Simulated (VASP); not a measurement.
# NaH: single point with PBEsol

NaH:

```
Na H
1.0
    -0.00813    2.43593    2.43593
     2.43593   -0.00813    2.43593
     2.43593    2.43593   -0.00813
Na H
1 1
Direct
  0.00000 0.00000 0.00000
  0.50000 0.50000 0.50000
```

```
Program                : VASP 6.6.1
Task                   : single point
Functional             : PBEsol
Potentials or basis    : VASP PAW PBE potentials, release 64 (Na_pv, H)
Cutoff                 : 500 eV
k mesh                 : 7 × 7 × 7
Occupations            : fermi-dirac, width 0.02 eV
Spin                   : no spin polarisation
Dipole correction      : no
Further INCAR settings : ALGO = Normal; EDIFF = 1e-06; NBANDS = 11
```

```yaml
Pressure: -1.2 GPa
Band_gap_on_the_k_mesh: 3.98 eV (least direct gap 4.63 eV)
```

Stress tensor (GPa, compression positive):
```
-1.23  0.07  0.07
 0.07 -1.23  0.07
 0.07  0.07 -1.23
```

Levels at points of the mesh, in eV from the valence-band top:
| k point | band 1 | band 2 | band 3 | band 4 | band 5 | band 6 | band 7 | band 8 | band 9 |
| --- | --- | --- | --- | --- | --- | --- | --- | --- | --- |
| (0.00, 0.00, 0.00) | -21.97 | -21.97 | -21.97 | -3.56 | 10.24 | 15.23 | 15.23 | 15.34 | 16.11 |

Run time: 24 s on 1 thread of Intel(R) Xeon(R) Platinum 8259CL CPU @ 2.50GHz (Skylake/Cascade Lake), with other jobs on the host, peak memory 0.15 GiB.

Caveat: the PAW data sets were made with another functional, which shifts forces and pressure a little; an odd mesh through Γ misses points on the zone boundary, where band edges can lie.
